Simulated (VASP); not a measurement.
A run of VASP 6.6.1:

INCAR

```
SYSTEM = ScAl3As4
  ALGO = Normal
  EDIFF = 1E-7
  EDIFFG = -0.08
  ENCUT = 500
  GGA = PE
  GGA_COMPAT = .False.
  IBRION = 2
  ISIF = 3
  ISMEAR = 0
  LASPH = .True.
  LCHARG = .False.
  LREAL = .False.
  LWAVE = .False.
  NELM = 120
  NELMIN = 4
  NSW = 36
  PREC = Accurate
  SIGMA = 0.2
```

KPOINTS

```
k-points
0
Gamma
  3 3 3
  0 0 0
```

File POSCAR:

```
ScAl3As4
1.0
    5.3500000000      0.0000000000      0.0000000000
    0.0000000000      5.3500000000      0.0000000000
    0.0000000000      0.0000000000      5.3500000000
Sc Al As
1 3 4
Direct
    0.0000000000      0.0000000000      0.0000000000
    0.5000000000      0.0000000000      0.5000000000
    0.0000000000      0.5000000000      0.5000000000
    0.5000000000      0.5000000000      0.0000000000
    0.7400000000      0.7400000000      0.2600000000
    0.7400000000      0.2600000000      0.7400000000
    0.2600000000      0.7400000000      0.7400000000
    0.2600000000      0.2600000000      0.2600000000
```

Potentials or basis: VASP PAW PBE potentials, release 64 (Sc_sv, Al, As).

The run is started by

```sh
$ cat potpaw_PBE.64/Sc_sv/POTCAR potpaw_PBE.64/Al/POTCAR potpaw_PBE.64/As/POTCAR > POTCAR
$ mpirun -np 1 vasp_std > vasp.out
```

Hardware: 1 thread of Intel(R) Xeon(R) 6975P-C (Granite Rapids), on a shared host.

Problem. Estimate the wall time of this run.

Solution. Wall time 70 s on 1 thread of Intel(R) Xeon(R) 6975P-C (Granite Rapids) (shared host), peak memory 0.25 GiB. Counts: scf iterations 86, k points 4, ion steps 6.
